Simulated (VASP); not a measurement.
A run of VASP 6.6.1 is set up as follows.

INCAR

```
SYSTEM = TiTe2
PREC     = Accurate       ! precision mode
ENCUT    = 520            ! plane-wave cutoff, eV
EDIFF    = 1E-8           ! SCF threshold, eV
ISMEAR   = -1             ! smearing method
SIGMA    = 0.03           ! smearing width, eV
LREAL    = .False.        ! projectors in reciprocal space
LASPH    = .True.         ! aspherical terms in the spheres
NELM     = 60             ! most SCF steps
ALGO     = Normal         ! electronic algorithm
ISIF     = 2              ! what is computed and relaxed
LWAVE    = .False.        ! write WAVECAR
LCHARG   = .False.        ! write CHGCAR
GGA      = PS             ! functional
LEFG     = .True.       
NBANDS   = 19             ! bands
```

The input KPOINTS:

```
Automatic mesh
0
Gamma
  13 13 7
  0 0 0
```

File POSCAR:

```
TiTe2
1.0
    3.7770008876      0.0377700089      0.0377700089
   -1.8557906566      3.2520937144      0.0138247828
    0.0649800000      0.0649800000      6.4980000000
Ti Te
1 2
Direct
    0.0000000000      0.0000000000      0.0000000000
    0.6666666667      0.3333333333      0.2628000000
    0.3333333333      0.6666666667      0.7372000000
```

Potentials or basis: VASP PAW PBE potentials, release 64 (Ti_sv, Te).

Command:

```bash
$ cat potpaw_PBE.64/Ti_sv/POTCAR potpaw_PBE.64/Te/POTCAR > POTCAR
$ mpirun -np 1 vasp_std > vasp.out
```

Problem. Predict the band gap on the k mesh.

Solution. Zero (bands 12 and 13 overlap by 0.71 eV).

Problem. Predict the pressure.

Solution. -2.1 GPa.

Forces on the atoms (eV/Å):
```
Ti   0.000  0.000  0.000
Te  -0.159 -0.124 -0.071
Te   0.159  0.124  0.071
```

Caveat: the cell differs from its parent crystal (equal xy, yz and zx shear strains of +2 %); without QUAD_EFG the Cq values of the log hold for a quadrupole moment of 1 mb, not for the nuclei; the PAW data sets were made with another functional, which shifts forces and pressure a little; spin-orbit coupling is left out, which moves the levels of the heavy elements.
